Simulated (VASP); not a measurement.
# Ni (Fm-3m) in VASP: notebook, part 2 of 2

VASP 6.6.1. Earlier steps stand in the parts before.

**5. Single point, PBE**

This run uses another cell than the first one, of 10.84 Å³/atom, 0.980 times its volume.

INCAR reads:

```
  ALGO = Normal
  EDIFF = 1E-6
  ENCUT = 520
  GGA = PE
  ISIF = 2
  ISMEAR = -1
  LASPH = T
  LCHARG = T
  LELF = T
  LREAL = F
  LVHAR = T
  LWAVE = F
  NBANDS = 11
  NELM = 100
  PREC = Accurate
  SIGMA = 0.06122561905347299
```

KPOINTS reads:

```
k-points
0
Gamma
  53 53 53
```

POSCAR reads:

```
Ni
1.0
    0.0000000000      1.7564907485      1.7564907485
    1.7564907485      0.0000000000      1.7564907485
    1.7564907485      1.7564907485      0.0000000000
Ni
1
Direct
    0.0000000000      0.0000000000      0.0000000000
```

Potentials or basis: VASP PAW PBE potentials, release 64 (Ni).

Launch:

```console
$ cat potpaw_PBE.64/Ni/POTCAR > POTCAR
$ mpirun -np 1 vasp_std > vasp.out
```

OUTCAR:

```text
EDIFF = 1E-6
   ENCUT = 520
   GGA = PE
   ISIF = 2
   ISMEAR = -1
   LASPH = T
   LREAL = F
   NELM = 100
   PREC = Accurate

 ion  position               nearest neighbor table
   1  0.000  0.000  0.000-

  LATTYP: Found a face centered cubic cell.
 ALAT       =     3.5129814970

  Lattice vectors:

 A1 = (   0.0000000000,   1.7564907485,   1.7564907485)
 A2 = (   1.7564907485,   0.0000000000,   1.7564907485)
 A3 = (   1.7564907485,   1.7564907485,   0.0000000000)

Analysis of symmetry for initial positions (statically):
=====================================================================
 Subroutine PRICEL returns:
 Original cell was already a primitive cell.

 Routine SETGRP: Setting up the symmetry group for a
 face centered cubic supercell.

 Subroutine GETGRP returns: Found 48 space group operations
 (whereof 48 operations were pure point group operations)
 out of a pool of 48 trial point group operations.

The static configuration has the point symmetry O_h .

Analysis of symmetry for dynamics (positions and initial velocities):
=====================================================================
 Subroutine PRICEL returns:
 Original cell was already a primitive cell.

 Routine SETGRP: Setting up the symmetry group for a
 face centered cubic supercell.

 Subroutine GETGRP returns: Found 48 space group operations
 (whereof 48 operations were pure point group operations)
 out of a pool of 48 trial point group operations.

The dynamic configuration has the point symmetry O_h .

 Subroutine INISYM returns: Found 48 space group operations
 (whereof 48 operations are pure point group operations),
 and found     1 'primitive' translations

----------------------------------------------------------------------------------------

                                     Primitive cell

  volume of cell :      10.8385

  direct lattice vectors                    reciprocal lattice vectors
     0.000000000  1.756490749  1.756490749    -0.284658488  0.284658488  0.284658488
     1.756490749  0.000000000  1.756490749     0.284658488 -0.284658488  0.284658488
     1.756490749  1.756490749  0.000000000     0.284658488  0.284658488 -0.284658488

  length of vectors
     2.484053039  2.484053039  2.484053039     0.493042963  0.493042963  0.493042963

  position of ions in fractional coordinates (direct lattice)
     0.000000000  0.000000000  0.000000000

  ion indices of the primitive-cell ions
   primitive index   ion index
                 1           1

----------------------------------------------------------------------------------------

 KPOINTS: k-points

Automatic generation of k-mesh.
 Grid dimensions read from file:
 generate k-points for:   53   53   53

 Generating k-lattice:

  Cartesian coordinates                     Fractional coordinates (reciprocal lattice)
    -0.005370915  0.005370915  0.005370915     0.018867925  0.000000000  0.000000000
     0.005370915 -0.005370915  0.005370915     0.000000000  0.018867925  0.000000000
     0.005370915  0.005370915 -0.005370915     0.000000000  0.000000000  0.018867925

  Length of vectors
     0.009302697  0.009302697  0.009302697

  Shift w.r.t. Gamma in fractional coordinates (k-lattice)
     0.000000000  0.000000000  0.000000000

 Subroutine IBZKPT returns following result:
 ===========================================

 Found   3654 irreducible k-points:

 Following reciprocal coordinates:
            Coordinates               Weight
  0.000000  0.000000  0.000000      1.000000
  0.018868  0.000000  0.000000      8.000000
  0.037736  0.000000  0.000000      8.000000
  0.056604  0.000000  0.000000      8.000000
  0.075472  0.000000  0.000000      8.000000
  0.094340  0.000000  0.000000      8.000000
[... 16 lines left out ...]
  0.415094  0.000000  0.000000      8.000000
  0.433962  0.000000  0.000000      8.000000
 [... further k-points ...]
   k-points           NKPTS =   3654   k-points in BZ     NKDIM =   3654   number of bands    NBANDS=     11
   number of dos      NEDOS =    301   number of ions     NIONS =      1
   total plane-waves  NPLWV =   5832
   dimension x,y,z NGX =    18 NGY =   18 NGZ =   18
   dimension x,y,z NGXF=    36 NGYF=   36 NGZF=   36
   ions per type =               1
   NGX,Y,Z   is equivalent  to a cutoff of  12.05, 12.05, 12.05 a.u.
   NGXF,Y,Z  is equivalent  to a cutoff of  24.09, 24.09, 24.09 a.u.
 SYSTEM =  unknown system
   PREC   = accura    normal or accurate (medium, high low for compatibility)
   ISTART =      0    job   : 0-new  1-cont  2-samecut
   ICHARG =      2    charge: 1-file 2-atom 10-const
   ISPIN  =      1    spin polarized calculation?
   LNONCOLLINEAR =      F non collinear calculations
   LSORBIT =      F    spin-orbit coupling
   LASPH  =      T    aspherical Exc in radial PAW
   ENCUT  =  520.0 eV  38.22 Ry    6.18 a.u.   4.62  4.62  4.62*2*pi/ulx,y,z
   NELM   =    100;   NELMIN=  2; NELMDL= -5     # of ELM steps
   EDIFF  = 0.1E-05   stopping-criterion for ELM
   LREAL  =      F    real-space projection
   EDIFFG = 0.1E-04   stopping-criterion for IOM
   NSW    =      0    number of steps for IOM
   IBRION =     -1    ionic relax: 0-MD 1-quasi-New 2-CG
   NFREE  =      0    steps in history (QN), initial steepest desc. (CG)
   ISIF   =      2    stress and relaxation
   ISYM   =      2    0-nonsym 1-usesym 2-fastsym
   POTIM  = 0.5000    time-step for ionic-motion
   TEBEG  =    0.0;   TEEND  =   0.0 temperature during run
   PSTRESS=    0.0 pullay stress
   NELECT =      10.0000    total number of electrons
   NUPDOWN=      -1.0000    fix difference up-down
   EMIN   =  10.00;   EMAX   =-10.00  energy-range for DOS
   EFERMI =   0.00;   METHOD = LEGACY
   ISMEAR =    -1;   SIGMA  =   0.06  broadening in eV -4-tet -1-fermi 0-gaus
   EFERMI_NEDOS =   21; number of points for ismear=-14 and -15
   IALGO  =     38    algorithm
   IMIX   =      4    mixing-type and parameters
     AMIX     =   0.40;   BMIX     =  1.00
     AMIX_MAG =   1.60;   BMIX_MAG =  1.00
  volume/ion in A,a.u.               =      10.84        73.14
  Fermi-wavevector in a.u.,A,eV,Ry     =   1.593745  3.011742 34.559133  2.540025
  Thomas-Fermi vector in A             =   2.691928
   LORBIT       =      0    0 simple, 1 ext, 2 COOP (PROOUT), +10 PAW based schemes
   GGA     = PE    functional components
   LHFCALC =     F    Hartree Fock is set to
   AEXX    =    0.0000 exact exchange contribution
   IVDW    =     0    specifies the selected vdW correction
   LEPSILON=     F    determine dielectric tensor
   LRPA    =     F    only Hartree local field effects (RPA)
 non-spin polarized calculation
  energy-cutoff  :      520.00
  volume of cell :       10.84
 maximum number of plane-waves:       304
   NGX =  9   NGY =  9   NGZ =  9

 number of electron      10.0000013 magnetization

 Free energy of the ion-electron system (eV)
  ---------------------------------------------------
  ext. energy  EPLUGINS =         0.00000000
  ---------------------------------------------------
  free energy    TOTEN  =        -5.43520556 eV

  energy without entropy =       -5.39456981  energy(sigma->0) =       -5.41488768

 E-fermi :   9.2461     XC(G=0): -13.2764

 val. band max:        9.2455129309   @ k =  -0.3208   0.3774   0.1698
 cond. band min:       9.2461551778   @ k =  -0.1698   0.1887   0.0377
 fundamental gap:      0.0006422469
 Fermi energy:         9.2461282886

 k-point     1 :       0.0000    0.0000    0.0000
  band No.  band energies     occupation
      1       0.3761      2.00000
      2       7.3845      2.00000
      3       7.3845      2.00000
      4       7.3845      2.00000
      5       8.4867      1.99999
      6       8.4867      1.99999
      7      33.1050      0.00000
      8      37.0679      0.00000
      9      37.0679      0.00000
     10      37.0679      0.00000
     11      40.0841      0.00000

 k-point     2 :       0.0189    0.0000    0.0000
  band No.  band energies     occupation
      1       0.3901      2.00000
      2       7.3805      2.00000
      3       7.3878      2.00000
      4       7.3878      2.00000
      5       8.4852      1.99999
      6       8.4852      1.99999
      7      33.0729      0.00000
      8      36.7854      0.00000
      9      37.0308      0.00000
     10      37.0308      0.00000
     11      40.1376      0.00000
[... 295 lines left out ...]
 k-point    24 :       0.4340    0.0000    0.0000
  band No.  band energies     occupation
      1       4.7071      2.00000
      2       7.3645      2.00000
      3       7.3645      2.00000
      4       8.5107      1.99999
      5       9.1635      1.58797
      6       9.1635      1.58796
      7      16.3405      0.00000
      8      31.7401      0.00000
      9      34.2585      0.00000
     10      34.2585      0.00000
     11      37.3502      0.00000

 [... further k-points ...]
[... 5 lines left out ...]
  --------------------------------------------------------------------------------------
  -------------------------------------------------------------------------------------
  Total       -0.0012053     -0.0012053     -0.0012053     -0.0000000     -0.0000000     -0.0000000
  in kB       -0.1781774     -0.1781774     -0.1781774     -0.0000000     -0.0000000     -0.0000000
  external PRESSURE =      -0.1781774 kB  Pullay stress =       0.0000000 kB

 VOLUME and BASIS-vectors are now :
 -----------------------------------------------------------------------------
  energy-cutoff  :      520.00
  volume of cell :       10.84
      direct lattice vectors                 reciprocal lattice vectors
     0.000000000  1.756490749  1.756490749    -0.284658488  0.284658488  0.284658488
     1.756490749  0.000000000  1.756490749     0.284658488 -0.284658488  0.284658488
     1.756490749  1.756490749  0.000000000     0.284658488  0.284658488 -0.284658488

 POSITION                                       TOTAL-FORCE (eV/Angst)
 -----------------------------------------------------------------------------------
      0.00000      0.00000      0.00000        -0.000000      0.000000      0.000000
 -----------------------------------------------------------------------------------
    total drift:                                0.000000     -0.000000      0.000000

  FREE ENERGIE OF THE ION-ELECTRON SYSTEM (eV)
  ---------------------------------------------------
  free  energy   TOTEN  =        -5.4352055562 eV

  energy  without entropy=       -5.3945698097  energy(sigma->0) =       -5.41488768
```

Run time: 6.6 min. Hardware: 1 thread of AMD EPYC 9R45 (Zen 5), shared host; peak memory 0.46 GiB.

What came out:

```
Free energy            : -5.4352 eV
Pressure               : 0.0 GPa
Band gap on the k mesh : zero (band 5 reaches 9.41 eV, above the bottom of band 6 at 8.44 eV)
```

Caveat: the run has no spin polarisation, though such a crystal can be magnetic.

**6. Summary**

```csv
cell,gap on the mesh (eV),pressure (GPa)
"a = 2.501 Å, angles 60.0°, 1 atom",none,-3.8
"a = 2.517 Å, angles 60.0°, 1 atom",none,-7.1
"a = 2.467 Å, angles 60.0°, 1 atom",none,4.2
"a = 2.484 Å, angles 60.0°, 1 atom",none,0.0
```

Alike in all rows: task single point; level PBE; potentials or basis VASP PAW PBE potentials, release 64 (Ni); no spin polarisation; k mesh 53 × 53 × 53; cutoff (eV) 520; smearing fermi-dirac 0.0612256 eV.

Caveats: the run has no spin polarisation, though such a crystal can be magnetic.

Total energies depend on the potentials used, so only differences within one code and one set of settings carry meaning.
